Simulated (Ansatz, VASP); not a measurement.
**Sn in VASP and in Ansatz**

File POSCAR:

```
Sn
1.0
    3.7871474704      0.0000000000      0.0000000000
   -1.8935737352      3.2797659173      0.0000000000
    0.0000000000      0.0000000000     12.2142980722
Sn
4
Direct
    0.0000000000      0.0000000000      0.0000000000
    0.0000000000      0.0000000000      0.5000000000
    0.3333333333      0.6666666667      0.7500000000
    0.6666666667      0.3333333333      0.2500000000
```

Contents of INCAR.step1:

```
SYSTEM = Sn
ALGO = Normal
EDIFF = 1E-5
EDIFFG = -0.005
ENCUT = 550
GGA = PE
GGA_COMPAT = .FALSE.
IBRION = 2
ISIF = 3
ISMEAR = 0
LASPH = .TRUE.
LCHARG = .FALSE.
LREAL = .FALSE.
LWAVE = .TRUE.
NELM = 120
NELMIN = 4
NSW = 100
PREC = Accurate
SIGMA = 0.1
```

The input INCAR.step2:

```
SYSTEM = Sn
ALGO = Normal
EDIFF = 1E-7
EDIFFG = -0.04
ENCUT = 550
GGA_COMPAT = .FALSE.
IBRION = 2
ISIF = 3
ISMEAR = 0
ISTART = 1
LASPH = .TRUE.
LCHARG = .FALSE.
LMIXTAU = .TRUE.
LREAL = .FALSE.
LWAVE = .FALSE.
METAGGA = R2SCAN
NELM = 120
NELMIN = 4
NSW = 90
PREC = Accurate
SIGMA = 0.1
```

File KPOINTS:

```
k-points
0
G
  6 6 2
  0 0 0
```

Input for Ansatz:

```yaml
crystal:
  lattice:
    - [3.7871474704, 0.0, 0.0]
    - [-1.8935737352, 3.2797659173, 0.0]
    - [0.0, 0.0, 12.2142980722]
  atoms:
    - { symbol: Sn, position: [0.0, 0.0, 0.0] }
    - { symbol: Sn, position: [0.0, 0.0, 0.5] }
    - { symbol: Sn, position: [0.3333333333, 0.6666666667, 0.75] }
    - { symbol: Sn, position: [0.6666666667, 0.3333333333, 0.25] }
basis:
  ecutwfc: 500
kpoints:
  mp_grid: { grid: [6, 6, 2] }
hamiltonian:
  xc: r2scan
scf:
  occupations: { method: gaussian, width: 0.1 }
  lower_state_search: "off"
output:
  forces: true
  stress: true
  eigenvalues: true
relax:
  adjacent_minimum: "off"
  f_tol: 0.04
  max_steps: 70
  cell: { stress_tol: 0.4 }
```

Alike in both runs: task relaxation of cell and atoms; functional r2SCAN; k mesh 6 × 6 × 2; occupations gaussian, width 0.1 eV; no spin polarisation.

|  | VASP | Ansatz |
| --- | --- | --- |
| version | VASP 6.6.1 | Ansatz 0.2.0 |
| potentials or method | VASP PAW PBE potentials, release 64 (Sn_d), cutoff 550 eV | scalar-relativistic, plane waves, PAW |
| valence electrons in the cell | 56 | 56 |

```tsv
	VASP	Ansatz	Ansatz less VASP
gap on the k mesh at the Fermi level, each at its own relaxed structure (eV)	none	none	-
relaxed volume (Å³/atom)	27.18	27.16	-0.026
relaxed length of the cell vector where the two differ most in proportion (Å)	10.591	10.602	+0.0113
```

VASP's potentials were made for PBE, not for r2SCAN. A gap of «none» marks a metal or a gap that the smearing closes.

Noted on VASP's run: the volume moved by over 15 % at a fixed basis, so the end points are rough.
